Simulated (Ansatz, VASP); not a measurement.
Two plane-wave programs on Si

```
CELL_PARAMETERS angstrom
3.86351 0.00000 0.00000
-1.93175 3.34590 0.00000
0.00000 0.00000 18.96360
ATOMIC_POSITIONS crystal
Si 0.00000 0.00000 0.81290
Si 0.00000 0.00000 0.31290
Si 0.33333 0.66667 0.97925
Si 0.66667 0.33333 0.47925
Si 0.33333 0.66667 0.64538
Si 0.66667 0.33333 0.14538
Si 0.00000 0.00000 0.68710
Si 0.00000 0.00000 0.18710
Si 0.33333 0.66667 0.85462
Si 0.66667 0.33333 0.35462
Si 0.33333 0.66667 0.52075
Si 0.66667 0.33333 0.02075
```

Alike in both runs: task relaxation of cell and atoms; functional PBE; k mesh 12 × 12 × 2; occupations gaussian, width 0.02 eV; no spin polarisation.

|  | VASP | Ansatz |
| --- | --- | --- |
| version | VASP 6.6.1 | Ansatz 0.2.0 |
| potentials or method | VASP PAW PBE potentials, release 64 (Si), cutoff 600 eV | scalar-relativistic, plane waves, PAW |
| valence electrons in the cell | 48 | 48 |

```tsv
	VASP	Ansatz	Ansatz less VASP
gap on the k mesh at the Fermi level, each at its own relaxed structure (eV)	0.61	0.60	-0.002
relaxed volume (Å³/atom)	20.42	20.44	+0.016
relaxed length of the cell vector where the two differ most in proportion (Å)	18.984	18.989	+0.0059
```
